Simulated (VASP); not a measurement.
Here is a VASP 6.6.1 calculation.

File POSCAR:

```
Ta
1.0
   -1.6925620000      1.6925620000      1.6512800000
    1.6925620000     -1.6925620000      1.6512800000
    1.6099980000      1.6099980000     -1.6512800000
Ta
1
Direct
    0.0000000000      0.0000000000      0.0000000000
```

File INCAR.step1:

```
PREC = Accurate
ENCUT = 520
ISMEAR = 0
SIGMA = 0.15
LREAL = F
LASPH = T
NELM = 80
NBANDS = 12
GGA = PE
ALGO = Normal
EDIFF = 1E-4
LWAVE = T
LCHARG = F
```

INCAR.step2

```
PREC = Accurate
ENCUT = 520
EDIFF = 1E-7
ISMEAR = 0
SIGMA = 0.15
LREAL = F
LASPH = T
NELM = 80
ALGO = Normal
ISIF = 2
LWAVE = F
LCHARG = F
METAGGA = R2SCAN
LMIXTAU = T
NBANDS = 12
ISTART = 1
```

KPOINTS

```
regular mesh
0
Gamma
  20 20 20
```

Potentials or basis: VASP PAW PBE potentials, release 64 (Ta_pv).

Run with:

```console
$ cat potpaw_PBE.64/Ta_pv/POTCAR > POTCAR
$ cp INCAR.step1 INCAR
$ mpirun -np 1 vasp_std > vasp.out
$ cp INCAR.step2 INCAR
$ mpirun -np 1 vasp_std > vasp.out
```

(1) What does it give for the pressure?

Answers

(1) 1.5 GPa.

Caveat: the cell differs from its parent crystal (strain -0.0500 x Voigt [0, 0, 0, 0, 0, 1]); the PAW data sets were made with another functional, which shifts forces and pressure a little.
